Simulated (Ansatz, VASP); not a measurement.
**Two plane-wave programs on Sr**

```xyz
1
Lattice="-2.4250 2.4250 2.5220 2.4250 -2.4250 2.5220 2.4250 2.4250 -2.5220" Properties=species:S:1:pos:R:3 pbc="T T T"
Sr    0.0000    0.0000    0.0000
```

Change from the starting cell: strain +0.000 along x and y, +0.040 along z, atoms carried along.

Alike in both runs: task single point; functional r2SCAN; k mesh 14 × 14 × 14; occupations gaussian, width 0.15 eV; no spin polarisation.

|  | VASP | Ansatz |
| --- | --- | --- |
| version | VASP 6.6.1 | Ansatz 0.2.0 |
| potentials or method | VASP PAW PBE potentials, release 64 (Sr_sv), cutoff 520 eV | scalar-relativistic, plane waves, PAW |
| valence electrons in the cell | 10 | 10 |

|  | VASP | Ansatz | Ansatz less VASP |
| --- | --- | --- | --- |
| gap on the k mesh at the Fermi level (eV) | none | none | - |
| pressure (GPa) | -0.6 | -0.6 | 0.00 |

VASP's potentials were made for PBE, not for r2SCAN. A gap of «none» marks a metal or a gap that the smearing closes. The functional is the same, so the differences come from potentials, cutoffs and numerics.
